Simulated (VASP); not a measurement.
# Al2O3 (P-3m1) in VASP: a series of runs, part 3 of 3

VASP 6.6.1.

## (6) Single point, PBEsol (volume scaled by 0.98)

Input file INCAR:

```
ALGO = Normal
EDIFF = 1E-6
ENCUT = 520
GGA = PS
ISIF = 2
ISMEAR = -1
LASPH = T
LCHARG = T
LELF = T
LREAL = F
LVHAR = T
LWAVE = F
NBANDS = 20
NELM = 100
PREC = Accurate
SIGMA = 0.05
```

Input file KPOINTS:

```
k-points
0
Gamma
  10 10 4
```

Input file POSCAR:

```
Al2O3
1.0
    2.9972303731      0.0000000000      0.0000000000
   -1.4986151865      2.5956776441      0.0000000000
    0.0000000000      0.0000000000      7.5237979872
Al O
2 3
Direct
    0.0000000000      0.0000000000      0.7220490000
    0.0000000000      0.0000000000      0.2779510000
    0.0000000000      0.0000000000      0.5000000000
    0.6666666667      0.3333333333      0.8005460000
    0.3333333333      0.6666666667      0.1994540000
```

Potentials or basis: VASP PAW PBE potentials, release 64 (Al, O).

Launch:

```
$ cat potpaw_PBE.64/Al/POTCAR potpaw_PBE.64/O/POTCAR > POTCAR
$ mpirun -np 1 vasp_std > vasp.out
```

OUTCAR:

```text
EDIFF = 1E-6
   ENCUT = 520
   GGA = PS
   ISIF = 2
   ISMEAR = -1
   LASPH = T
   LREAL = F
   NELM = 100
   PREC = Accurate

 ion  position               nearest neighbor table
   1  0.000  0.000  0.722-   3 1.67   4 1.83   4 1.83   4 1.83   2 3.34
   2  0.000  0.000  0.278-   3 1.67   5 1.83   5 1.83   5 1.83   1 3.34
   3  0.000  0.000  0.500-   1 1.67   2 1.67
   4  0.667  0.333  0.801-   1 1.83   1 1.83   1 1.83
   5  0.333  0.667  0.199-   2 1.83   2 1.83   2 1.83

  LATTYP: Found a hexagonal cell.
 ALAT       =     2.9972303731
 C/A-ratio  =     2.5102501478

  Lattice vectors:

 A1 = (   2.9972303731,   0.0000000000,   0.0000000000)
 A2 = (  -1.4986151865,   2.5956776441,   0.0000000000)
 A3 = (   0.0000000000,   0.0000000000,   7.5237979872)

Analysis of symmetry for initial positions (statically):
=====================================================================
 Subroutine PRICEL returns:
 Original cell was already a primitive cell.

 Routine SETGRP: Setting up the symmetry group for a
 hexagonal supercell.

 Subroutine GETGRP returns: Found 12 space group operations
 (whereof 12 operations were pure point group operations)
 out of a pool of 24 trial point group operations.

The static configuration has the point symmetry D_3d.

Analysis of symmetry for dynamics (positions and initial velocities):
=====================================================================
 Subroutine PRICEL returns:
 Original cell was already a primitive cell.

 Routine SETGRP: Setting up the symmetry group for a
 hexagonal supercell.

 Subroutine GETGRP returns: Found 12 space group operations
 (whereof 12 operations were pure point group operations)
 out of a pool of 24 trial point group operations.

The dynamic configuration has the point symmetry D_3d.

 Subroutine INISYM returns: Found 12 space group operations
 (whereof 12 operations are pure point group operations),
 and found     1 'primitive' translations

----------------------------------------------------------------------------------------

                                     Primitive cell

  volume of cell :      58.5340

  direct lattice vectors                    reciprocal lattice vectors
     2.997230373  0.000000000  0.000000000     0.333641354  0.192627926  0.000000000
    -1.498615186  2.595677644  0.000000000     0.000000000  0.385255851  0.000000000
     0.000000000  0.000000000  7.523797987     0.000000000  0.000000000  0.132911596

  length of vectors
     2.997230373  2.997230373  7.523797987     0.385255851  0.385255851  0.132911596

  position of ions in fractional coordinates (direct lattice)
     0.000000000  0.000000000  0.722049000
     0.000000000  0.000000000  0.277951000
     0.000000000  0.000000000  0.500000000
     0.666666667  0.333333333  0.800546000
     0.333333333  0.666666667  0.199454000

  ion indices of the primitive-cell ions
   primitive index   ion index
                 1           1
                 2           2
                 3           3
                 4           4
                 5           5

[... 25 lines left out ...]

 Following reciprocal coordinates:
            Coordinates               Weight
  0.000000  0.000000  0.000000      1.000000
  0.100000  0.000000  0.000000      6.000000
  0.200000  0.000000  0.000000      6.000000
  0.300000 -0.000000  0.000000      6.000000
  0.400000 -0.000000  0.000000      6.000000
  0.500000 -0.000000  0.000000      3.000000
[... 16 lines left out ...]
  0.000000  0.400000  0.250000      6.000000
  0.500000 -0.000000  0.250000      6.000000
 [... further k-points ...]
   k-points           NKPTS =     50   k-points in BZ     NKDIM =     50   number of bands    NBANDS=     20
   number of dos      NEDOS =    301   number of ions     NIONS =      5
   total plane-waves  NPLWV =  32256
   dimension x,y,z NGX =    24 NGY =   24 NGZ =   56
   dimension x,y,z NGXF=    48 NGYF=   48 NGZF=  112
   ions per type =               2   3
   NGX,Y,Z   is equivalent  to a cutoff of  13.31, 13.31, 12.37 a.u.
   NGXF,Y,Z  is equivalent  to a cutoff of  26.62, 26.62, 24.75 a.u.
 SYSTEM =  unknown system
   PREC   = accura    normal or accurate (medium, high low for compatibility)
   ISTART =      0    job   : 0-new  1-cont  2-samecut
   ICHARG =      2    charge: 1-file 2-atom 10-const
   ISPIN  =      1    spin polarized calculation?
   LNONCOLLINEAR =      F non collinear calculations
   LSORBIT =      F    spin-orbit coupling
   LASPH  =      T    aspherical Exc in radial PAW
   ENCUT  =  520.0 eV  38.22 Ry    6.18 a.u.   5.57  5.57 13.99*2*pi/ulx,y,z
   NELM   =    100;   NELMIN=  2; NELMDL= -5     # of ELM steps
   EDIFF  = 0.1E-05   stopping-criterion for ELM
   LREAL  =      F    real-space projection
   EDIFFG = 0.1E-04   stopping-criterion for IOM
   NSW    =      0    number of steps for IOM
   IBRION =     -1    ionic relax: 0-MD 1-quasi-New 2-CG
   NFREE  =      0    steps in history (QN), initial steepest desc. (CG)
   ISIF   =      2    stress and relaxation
   ISYM   =      2    0-nonsym 1-usesym 2-fastsym
   POTIM  = 0.5000    time-step for ionic-motion
   TEBEG  =    0.0;   TEEND  =   0.0 temperature during run
   PSTRESS=    0.0 pullay stress
   NELECT =      24.0000    total number of electrons
   NUPDOWN=      -1.0000    fix difference up-down
   EMIN   =  10.00;   EMAX   =-10.00  energy-range for DOS
   EFERMI =   0.00;   METHOD = LEGACY
   ISMEAR =    -1;   SIGMA  =   0.05  broadening in eV -4-tet -1-fermi 0-gaus
   EFERMI_NEDOS =   21; number of points for ismear=-14 and -15
   IALGO  =     38    algorithm
   IMIX   =      4    mixing-type and parameters
     AMIX     =   0.40;   BMIX     =  1.00
     AMIX_MAG =   1.60;   BMIX_MAG =  1.00
  volume/ion in A,a.u.               =      11.71        79.00
  Fermi-wavevector in a.u.,A,eV,Ry     =   1.216212  2.298307 20.125348  1.479171
  Thomas-Fermi vector in A             =   2.351573
   LORBIT       =      0    0 simple, 1 ext, 2 COOP (PROOUT), +10 PAW based schemes
   GGA     = PS    functional components
   LHFCALC =     F    Hartree Fock is set to
   AEXX    =    0.0000 exact exchange contribution
   IVDW    =     0    specifies the selected vdW correction
   LEPSILON=     F    determine dielectric tensor
   LRPA    =     F    only Hartree local field effects (RPA)
 non-spin polarized calculation
  energy-cutoff  :      520.00
  volume of cell :       58.53
 maximum number of plane-waves:      1606
 NGX is ok and might be reduce to    24
   NGX = 11   NGY = 11   NGZ = 27

 number of electron      24.0000010 magnetization

 Free energy of the ion-electron system (eV)
  ---------------------------------------------------
  ext. energy  EPLUGINS =         0.00000000
  ---------------------------------------------------
  free energy    TOTEN  =       -37.74070627 eV

  energy without entropy =      -37.74070627  energy(sigma->0) =      -37.74070627

 E-fermi :   5.0510     XC(G=0): -10.0316

 val. band max:        3.9045742335   @ k =   0.0000   0.0000   0.0000
 cond. band min:       6.2407708466   @ k =   0.0000   0.0000   0.0000
 fundamental gap:      2.3361966131
 Fermi energy:         5.0510262615

 k-point     1 :       0.0000    0.0000    0.0000
  band No.  band energies     occupation
      1     -15.7396      2.00000
      2     -15.5316      2.00000
      3     -12.9411      2.00000
      4      -2.0262      2.00000
      5      -0.6848      2.00000
      6       0.1475      2.00000
[... 541 lines left out ...]
     19      15.0810      0.00000
     20      17.2131      0.00000

 [... further k-points ...]

------------------------ aborting loop because EDIFF is reached ----------------------------------------

  FORCE on cell =-STRESS in cart. coord.  units (eV):
  Direction    XX          YY          ZZ          XY          YZ          ZX
  --------------------------------------------------------------------------------------
  -------------------------------------------------------------------------------------
  Total       -0.3442498     -0.3442498      0.4608800     -0.0000000      0.0000000      0.0000000
  in kB       -9.4227210     -9.4227210     12.6150911     -0.0000000      0.0000000      0.0000000
  external PRESSURE =      -2.0767836 kB  Pullay stress =       0.0000000 kB

 VOLUME and BASIS-vectors are now :
 -----------------------------------------------------------------------------
  energy-cutoff  :      520.00
  volume of cell :       58.53
      direct lattice vectors                 reciprocal lattice vectors
     2.997230373  0.000000000  0.000000000     0.333641354  0.192627926  0.000000000
    -1.498615186  2.595677644  0.000000000     0.000000000  0.385255851  0.000000000
     0.000000000  0.000000000  7.523797987     0.000000000  0.000000000  0.132911596

 POSITION                                       TOTAL-FORCE (eV/Angst)
 -----------------------------------------------------------------------------------
      0.00000      0.00000      5.43255         0.000000     -0.000000      0.104728
      0.00000      0.00000      2.09125        -0.000000      0.000000     -0.104728
      0.00000      0.00000      3.76190        -0.000000      0.000000      0.000000
      1.49862      0.86523      6.02315         0.000000      0.000000     -0.024869
     -0.00000      1.73045      1.50065        -0.000000     -0.000000      0.024869
 -----------------------------------------------------------------------------------
    total drift:                                0.000000      0.000000     -0.000000

  FREE ENERGIE OF THE ION-ELECTRON SYSTEM (eV)
  ---------------------------------------------------
  free  energy   TOTEN  =       -37.7407062692 eV

  energy  without entropy=      -37.7407062692  energy(sigma->0) =      -37.74070627
```

OSZICAR:

```text
N       E                     dE             d eps       ncg     rms          rms(c)
DAV:   1     0.101161099234E+03    0.10116E+03   -0.12551E+04  2008   0.110E+03
DAV:   2    -0.360668335185E+02   -0.13723E+03   -0.13248E+03  2488   0.238E+02
DAV:   3    -0.428454897484E+02   -0.67787E+01   -0.67580E+01  2492   0.556E+01
DAV:   4    -0.428958595106E+02   -0.50370E-01   -0.50359E-01  2580   0.538E+00
DAV:   5    -0.428964445626E+02   -0.58505E-03   -0.58504E-03  2472   0.556E-01    0.132E+01
DAV:   6    -0.379246087096E+02    0.49718E+01   -0.16183E+01  2236   0.275E+01    0.518E+00
DAV:   7    -0.378221962161E+02    0.10241E+00   -0.51474E-01  2448   0.517E+00    0.269E+00
DAV:   8    -0.377494024046E+02    0.72794E-01   -0.89934E-02  2512   0.267E+00    0.846E-01
DAV:   9    -0.377394736508E+02    0.99288E-02   -0.34931E-02  2764   0.168E+00    0.241E-01
DAV:  10    -0.377404591659E+02   -0.98552E-03   -0.50618E-03  2340   0.513E-01    0.167E-01
DAV:  11    -0.377407237075E+02   -0.26454E-03   -0.11443E-03  2300   0.214E-01    0.376E-02
DAV:  12    -0.377407010629E+02    0.22645E-04   -0.11000E-04  2792   0.908E-02    0.125E-02
DAV:  13    -0.377407058938E+02   -0.48309E-05   -0.26695E-05  2320   0.401E-02    0.730E-03
DAV:  14    -0.377407062692E+02   -0.37543E-06   -0.18672E-06  2324   0.104E-02
   1 F= -.37740706E+02 E0= -.37740706E+02  d E =-.128216E-10
```

stdout:

```text
POSCAR found type information on POSCAR AlO
 POSCAR found :  2 types and       5 ions
 scaLAPACK will be used
 -----------------------------------------------------------------------------
|                                                                             |
|                                                                             |
|     You enforced a specific xc type in the INCAR file but a different       |
|     I HOPE YOU KNOW WHAT YOU ARE DOING!                                     |
|                                                                             |
 -----------------------------------------------------------------------------

 LDA part: xc-table for (Slater+PW92), standard interpolation
 POSCAR, INCAR and KPOINTS ok, starting setup
 FFT: planning ... GRIDC
 FFT: planning ... GRID_SOFT
 FFT: planning ... GRID
 WAVECAR not read
 entering main loop
```

It took 77 s on 1 thread of AMD EPYC 7R43 (Zen 3), shared host; peak memory 0.17 GiB.

Results:

| Item | Value |
| --- | --- |
| Free energy | -37.7407 eV |
| Pressure | -0.2 GPa |
| Largest force | 0.105 eV/Å |
| Band gap on the k mesh | 2.34 eV, direct |

Forces in eV/Å, atoms in the order of the input:
```
Al   0.000  0.000  0.105
Al   0.000  0.000 -0.105
O    0.000  0.000  0.000
O    0.000  0.000 -0.025
O    0.000  0.000  0.025
```

Caveat: the PAW data sets were made with another functional, which shifts forces and pressure a little. A k mesh can miss the band edges.

## (7) The runs side by side

```tsv
level	potentials or basis	cell	gap on the mesh (eV)	pressure (GPa)	largest force (eV/Å)
PBEsol	VASP PAW PBE potentials, release 64 (Al, O)	a = 2.956, b = 2.956, c = 7.420 Å, angles 90.0, 90.0, 120.0°, 5 atoms	2.63	7.5	0.54
LDA	VASP PAW LDA potentials, release 64 (Al, O)	a = 2.977, b = 2.977, c = 7.472 Å, angles 90.0, 90.0, 120.0°, 5 atoms	2.48	-0.9	0.29
PBEsol	VASP PAW PBE potentials, release 64 (Al, O)	a = 2.977, b = 2.977, c = 7.472 Å, angles 90.0, 90.0, 120.0°, 5 atoms	2.48	3.4	0.31
LDA	VASP PAW LDA potentials, release 64 (Al, O)	a = 2.997, b = 2.997, c = 7.524 Å, angles 90.0, 90.0, 120.0°, 5 atoms	2.33	-4.4	0.27
PBEsol	VASP PAW PBE potentials, release 64 (Al, O)	a = 2.997, b = 2.997, c = 7.524 Å, angles 90.0, 90.0, 120.0°, 5 atoms	2.34	-0.2	0.10
```

Alike in all rows: task single point; no spin polarisation; k mesh 10 × 10 × 4; cutoff (eV) 520; smearing fermi-dirac 0.05 eV.

Caveats: the PAW data sets were made with another functional, which shifts forces and pressure a little (some runs).

Absolute energies hang on the potentials; compare differences alone.
